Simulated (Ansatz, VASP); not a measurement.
## One calculation of Ni, two programs

Contents of INCAR:

```
  ALGO = Normal
  EDIFF = 1E-7
  ENCUT = 520
  ISIF = 2
  ISMEAR = -1
  ISPIN = 2
  LASPH = True
  LCHARG = True
  LELF = True
  LMAXMIX = 4
  LORBIT = 11
  LREAL = False
  LVHAR = True
  LWAVE = False
  MAGMOM = 1
  NBANDS = 15
  NELM = 150
  PREC = Accurate
  SIGMA = 0.05
```

File KPOINTS:

```
k-points
0
Gamma
  13 13 13
```

File POSCAR:

```
Ni
1.0
   -1.3650143198      1.3650143198      1.3650143198
    1.3650143198     -1.3650143198      1.3650143198
    1.3650143198      1.3650143198     -1.3650143198
Ni
1
Direct
    0.0000000000      0.0000000000      0.0000000000
```

The input input.yaml:

```yaml
crystal:
  lattice:
    - [-1.3650143198, 1.3650143198, 1.3650143198]
    - [1.3650143198, -1.3650143198, 1.3650143198]
    - [1.3650143198, 1.3650143198, -1.3650143198]
  atoms:
    - { symbol: Ni, position: [0.0, 0.0, 0.0], spin: 1.0 }
kpoints:
  mp_grid: { grid: [13, 13, 13] }
scf:
  occupations: { method: fermi_dirac, width: 0.05 }
hamiltonian:
  xc: lda
  pseudopotentials: { kind: all_electron, lapw: { basis_error: 0.001 } }
magnetization:
  spin_polarized: true
output:
  forces: true
  stress: true
  eigenvalues: true
```

Change from the starting cell: volume scaled by 0.96.

Alike in both runs: task single point; functional LDA; k mesh 13 × 13 × 13; occupations fermi-dirac, width 0.05 eV; collinear spin.

|  | VASP | Ansatz |
| --- | --- | --- |
| version | VASP 6.6.1 | Ansatz 0.2.0 |
| potentials or method | VASP PAW LDA potentials, release 64 (Ni), cutoff 520 eV | all-electron LAPW, scalar-relativistic |

|  | VASP | Ansatz | Ansatz less VASP |
| --- | --- | --- | --- |
| gap on the k mesh at the Fermi level (eV) | none | none | - |
| pressure (GPa) | -2.9 | -2.7 | +0.20 |
| net moment per atom (μB) | 0.20 | 0.29 | +0.095 |
| size of the moment on the site where the two differ most (μB) | 0.20 | 0.30 | +0.104 |

LDA's correlation is that of Perdew and Zunger in VASP and of Perdew and Wang (1992) in Ansatz. Site moments also hang on the region over which each program counts them. A gap of «none» marks a metal or a gap that the smearing closes. Ansatz ran all-electron here, and VASP with PAW potentials.
